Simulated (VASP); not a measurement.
Set up this calculation in VASP 6.6.1, as the native input.

| Property | Result |
| --- | --- |
| Task | relaxation of cell and atoms |
| Functional | PBE |
| Potentials or basis | VASP PAW PBE potentials, release 64 (Co, Al) |
| Cutoff | 600 eV |
| k mesh | 16 × 16 × 16 |
| Occupations | fermi-dirac, width 0.05 eV |
| Spin | no spin polarisation |
| Target pressure | 150 GPa |
| Dipole correction | no |
| Further INCAR settings | ALGO = Normal; EDIFF = 1e-06; IBRION = 2; EDIFFG = -0.005; NSW = 32; ISIF = 3 |

The structure of AlCo (CsCl type) lies in POSCAR:

```
AlCo
1.0
    2.5150051328      0.0000000000      0.0000000000
    0.0000000000      2.5150051328      0.0000000000
    0.0000000000      0.0000000000      2.5150051328
Co Al
1 1
Direct
    0.0000000000      0.0000000000      0.0000000000
    0.5000000000      0.5000000000      0.5000000000
```

These files were run (other wordings do the same):

INCAR

```
PREC = Accurate
ENCUT = 600
EDIFF = 1E-6
ISMEAR = -1
SIGMA = 0.05
LREAL = F
LASPH = T
NELM = 60
ALGO = Normal
ISIF = 3
LWAVE = F
LCHARG = F
GGA = PE
IBRION = 2
NSW = 32
EDIFFG = -0.005
PSTRESS = 1500.0
```

KPOINTS

```
regular mesh
0
Gamma
  16 16 16
```

Potentials or basis: VASP PAW PBE potentials, release 64 (Co, Al).

Run with:

```console
$ cat potpaw_PBE.64/Co/POTCAR potpaw_PBE.64/Al/POTCAR > POTCAR
$ mpirun -np 1 vasp_std > vasp.out
```

It gave:

- Relaxed volume: 7.96 Å³/atom
- Relaxed cell: a = 2.515 Å, b = 2.515 Å, c = 2.515 Å, α = 90.00°, β = 90.00°, γ = 90.00°
- Space group after relaxing (to 0.05 Å): Pm-3m (No. 221)
- Energy change on relaxing (the enthalpy is what falls): -2.3 meV/atom
- Ionic steps: 3
- Pressure after relaxing: 150.1 GPa
- Band gap on the k mesh: zero (band 6 reaches 19.04 eV, above the bottom of band 7 at 16.23 eV)

Caveat: the cell is relaxed towards a set pressure, so the enthalpy falls and the energy may rise.

It took 37 s on 1 thread of Intel(R) Xeon(R) Platinum 8488C (Sapphire Rapids) (shared host), peak memory 0.16 GiB.
